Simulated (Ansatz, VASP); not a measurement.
Sn in VASP and in Ansatz

```xyz
2
Lattice="3.3550 0.0000 0.0000 -1.6775 2.9055 0.0000 0.0000 0.0000 5.3717" Properties=species:S:1:pos:R:3 pbc="T T T"
Sn    0.0000    1.9370    1.3429
Sn    1.6775    0.9685    4.0288
```

Alike in both runs: functional PBEsol; k mesh 12 × 12 × 6; occupations gaussian, width 0.1 eV; no spin polarisation.

Ansatz relaxed the structure, and its values are those at the end. VASP's run is a single point on that final structure, the one shown.

|  | VASP | Ansatz |
| --- | --- | --- |
| version | VASP 6.6.1 | Ansatz 0.2.0 |
| potentials or method | VASP PAW PBE potentials, release 64 (Sn_d), cutoff 520 eV | scalar-relativistic, plane waves, PAW |
| valence electrons in the cell | 28 | 28 |

Ansatz gave:

```
gap on the k mesh at the Fermi level (eV) : none
pressure (GPa)                            : 0.1
```

Which values does VASP return?

gap on the k mesh at the Fermi level (eV): none; pressure (GPa): 0.0.

VASP's potentials were made for PBE, not for PBEsol. A gap of «none» marks a metal or a gap that the smearing closes. The functional is the same, so the differences come from potentials, cutoffs and numerics.
